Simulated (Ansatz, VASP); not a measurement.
**H3CCl in VASP and in Ansatz**

File INCAR:

```
SYSTEM = H3CCl
  PREC = Accurate
  ENCUT = 520
  EDIFF = 1E-6
  ISMEAR = -1
  SIGMA = 0.05
  LREAL = Auto
  LASPH = .True.
  NELM = 80
  ALGO = Normal
  ISIF = 2
  LWAVE = .False.
  LCHARG = .False.
  GGA = PE
  IVDW = 12
  IBRION = 2
  NSW = 35
  EDIFFG = -0.3
```

KPOINTS

```
Automatic mesh
0
Gamma
  1 1 1
  0 0 0
```

The input POSCAR:

```
H3CCl
1.0
    8.7171280000      0.0000000000      0.0000000000
    0.0000000000      8.7171280000      0.0000000000
    0.0000000000      0.0000000000      8.7171280000
C Cl H
8 8 24
Direct
    0.8182886000      0.8868607000      0.8896206000
    0.4890871000      0.4121358000      0.6242664000
    0.4312709000      0.9363135000      0.6985691000
    0.6508391000      0.2048242000      0.0108350000
    0.5261724000      0.7457074000      0.2530289000
    0.9697921000      0.4371720000      0.0935859000
    0.2777975000      0.1860229000      0.3308221000
    0.1187068000      0.6835437000      0.4501890000
    0.9140432000      0.9248121000      1.0655812000
    0.3187370000      0.4699608000      0.7202272000
    0.2867038000      0.9663116000      0.8391815000
    0.6539836000      0.2007975000      0.2146615000
    0.3713601000      0.7071772000      0.1260647000
    0.8829892000      0.5162225000     -0.0731103000
    0.1926592000      0.2182032000      0.5132700000
    0.1012950000      0.8620507000      0.5471603000
    0.7938692000      0.9952023000      0.8326338000
    0.8921401000      0.8164605000      0.8177078000
    0.7118204000      0.8263137000      0.9137094000
    0.4650983000      0.4012030000      0.5022552000
    0.5773272000      0.4984408000      0.6428898000
    0.5263048000      0.3023203000      0.6704949000
    0.5281733000      1.0109196000      0.7235802000
    0.4672471000      0.8168433000      0.7023444000
    0.3845036000      0.9633094000      0.5860269000
    0.6496617000      0.3236792000     -0.0272939000
    0.7527382000      0.1471061000     -0.0323725000
    0.5482444000      0.1460860000     -0.0292379000
    0.4867589000      0.7310183000      0.3705555000
    0.6191418000      0.6659908000      0.2288699000
    0.5648306000      0.8630636000      0.2352875000
    0.9406820000      0.3160015000      0.1007982000
    1.0935714000      0.4509438000      0.0851769000
    0.9268271000      0.4974844000      0.1940753000
    0.3523541000      0.2823065000      0.3033907000
    0.3442397000      0.0804394000      0.3352096000
    0.1875113000      0.1761546000      0.2451908000
    0.0999675000      0.7017824000      0.3281321000
    0.2333190000      0.6380059000      0.4694775000
    0.0332053000      0.6045151000      0.4951964000
```

Input for Ansatz:

```yaml
accuracy: low
crystal:
  lattice:
    - [8.717128, 0.0, 0.0]
    - [0.0, 8.717128, 0.0]
    - [0.0, 0.0, 8.717128]
  atoms:
    - { symbol: C, position: [0.8182886, 0.8868607, 0.8896206] }
    - { symbol: Cl, position: [0.9140432, 0.9248121, 1.0655812] }
    - { symbol: H, position: [0.7938692, 0.9952023, 0.8326338] }
    - { symbol: H, position: [0.8921401, 0.8164605, 0.8177078] }
    - { symbol: H, position: [0.7118204, 0.8263137, 0.9137094] }
    - { symbol: C, position: [0.4890871, 0.4121358, 0.6242664] }
    - { symbol: Cl, position: [0.318737, 0.4699608, 0.7202272] }
    - { symbol: H, position: [0.4650983, 0.401203, 0.5022552] }
    - { symbol: H, position: [0.5773272, 0.4984408, 0.6428898] }
    - { symbol: H, position: [0.5263048, 0.3023203, 0.6704949] }
    - { symbol: C, position: [0.4312709, 0.9363135, 0.6985691] }
    - { symbol: Cl, position: [0.2867038, 0.9663116, 0.8391815] }
    - { symbol: H, position: [0.5281733, 1.0109196, 0.7235802] }
    - { symbol: H, position: [0.4672471, 0.8168433, 0.7023444] }
    - { symbol: H, position: [0.3845036, 0.9633094, 0.5860269] }
    - { symbol: C, position: [0.6508391, 0.2048242, 0.010835] }
    - { symbol: Cl, position: [0.6539836, 0.2007975, 0.2146615] }
    - { symbol: H, position: [0.6496617, 0.3236792, -0.0272939] }
    - { symbol: H, position: [0.7527382, 0.1471061, -0.0323725] }
    - { symbol: H, position: [0.5482444, 0.146086, -0.0292379] }
    - { symbol: C, position: [0.5261724, 0.7457074, 0.2530289] }
    - { symbol: Cl, position: [0.3713601, 0.7071772, 0.1260647] }
    - { symbol: H, position: [0.4867589, 0.7310183, 0.3705555] }
    - { symbol: H, position: [0.6191418, 0.6659908, 0.2288699] }
    - { symbol: H, position: [0.5648306, 0.8630636, 0.2352875] }
    - { symbol: C, position: [0.9697921, 0.437172, 0.0935859] }
    - { symbol: Cl, position: [0.8829892, 0.5162225, -0.0731103] }
    - { symbol: H, position: [0.940682, 0.3160015, 0.1007982] }
    - { symbol: H, position: [1.0935714, 0.4509438, 0.0851769] }
    - { symbol: H, position: [0.9268271, 0.4974844, 0.1940753] }
    - { symbol: C, position: [0.2777975, 0.1860229, 0.3308221] }
    - { symbol: Cl, position: [0.1926592, 0.2182032, 0.51327] }
    - { symbol: H, position: [0.3523541, 0.2823065, 0.3033907] }
    - { symbol: H, position: [0.3442397, 0.0804394, 0.3352096] }
    - { symbol: H, position: [0.1875113, 0.1761546, 0.2451908] }
    - { symbol: C, position: [0.1187068, 0.6835437, 0.450189] }
    - { symbol: Cl, position: [0.101295, 0.8620507, 0.5471603] }
    - { symbol: H, position: [0.0999675, 0.7017824, 0.3281321] }
    - { symbol: H, position: [0.233319, 0.6380059, 0.4694775] }
    - { symbol: H, position: [0.0332053, 0.6045151, 0.4951964] }
basis:
  ecutwfc: 420.0
kpoints:
  mp_grid: { grid: [1, 1, 1] }
hamiltonian:
  xc: pbe
  dispersion: d3bj
scf:
  occupations: { method: fermi_dirac, width: 0.05 }
  lower_state_search: "off"
relax:
  f_tol: 0.3
  max_steps: 15
  adjacent_minimum: "off"
output:
  write_density: true
  write_potential: true
  elf: true
  volumetric_format: npy
```

Alike in both runs: task relaxation of the atoms; functional PBE; dispersion D3(BJ); k mesh 1 × 1 × 1; occupations fermi-dirac, width 0.05 eV; no spin polarisation.

|  | VASP | Ansatz |
| --- | --- | --- |
| version | VASP 6.6.1 | Ansatz 0.2.0 |
| potentials or method | VASP PAW PBE potentials, release 64 (C, Cl, H), cutoff 520 eV | scalar-relativistic, plane waves, PAW |
| valence electrons in the cell | 112 | 112 |

|  | VASP | Ansatz | Ansatz less VASP |
| --- | --- | --- | --- |
| gap on the k mesh at the Fermi level, each at its own relaxed structure (eV) | 5.24 | 5.31 | +0.063 |

Ansatz's warnings: xc potential rough in thin density.
